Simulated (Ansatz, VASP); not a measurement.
## CdS in VASP and in Ansatz

```
CELL_PARAMETERS angstrom
0.00000 2.78948 2.78948
2.78948 0.00000 2.78948
2.78948 2.78948 0.00000
ATOMIC_POSITIONS crystal
Cd 0.00000 0.00000 0.00000
S 0.50000 0.50000 0.50000
```

Alike in both runs: task single point; functional PBEsol; k mesh 8 × 8 × 8; occupations fermi-dirac, width 0.05 eV; no spin polarisation.

```csv
,VASP,Ansatz
version,VASP 6.6.1,Ansatz 0.2.0
potentials or method,"VASP PAW PBE potentials, release 64 (Cd, S)",Ansatz PAW
plane-wave cutoff (eV),520,420
valence electrons in the cell,18,26
```

```csv
,VASP,Ansatz,Ansatz less VASP
pressure (GPa),-6.2,-6.6,-0.35
```

VASP's potentials were made for PBE, not for PBEsol. VASP's potentials hold 18 valence electrons a cell and Ansatz's 26, so a difference there can come from the potentials and not from the codes.
